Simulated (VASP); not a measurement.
A run of VASP 6.6.1 is set up as follows.

Contents of INCAR:

```
ALGO = Normal
EDIFF = 1E-6
ENCUT = 520
GGA = PS
ISIF = 2
ISMEAR = -1
LASPH = True
LCHARG = False
LREAL = False
LWAVE = False
NBANDS = 18
NELM = 100
PREC = Accurate
SIGMA = 0.08
```

File KPOINTS:

```
k-points
0
Gamma
  14 10 14
```

File POSCAR:

```
Au
1.0
   -2.0418101349      2.0418101349      0.0000000000
    0.0000000000      0.0000000000      4.0836202698
    2.0418101349      2.0418101349      0.0000000000
Au
2
Direct
    0.0000000000      0.0000000000      0.0000000000
    0.5000000000      0.5000000000      0.5000000000
```

Potentials or basis: VASP PAW PBE potentials, release 64 (Au).

Launch:

```bash
$ cat potpaw_PBE.64/Au/POTCAR > POTCAR
$ mpirun -np 1 vasp_std > vasp.out
```

Question: What does it give for the band gap on the k mesh?

Answer: Zero (band 11 reaches 14.06 eV, above the bottom of band 12 at 6.70 eV).

Question: Predict the pressure.

Answer: -0.4 GPa.

Caveat: the PAW data sets were made with another functional, which shifts forces and pressure a little; spin-orbit coupling is left out, which moves the levels of the heavy elements.
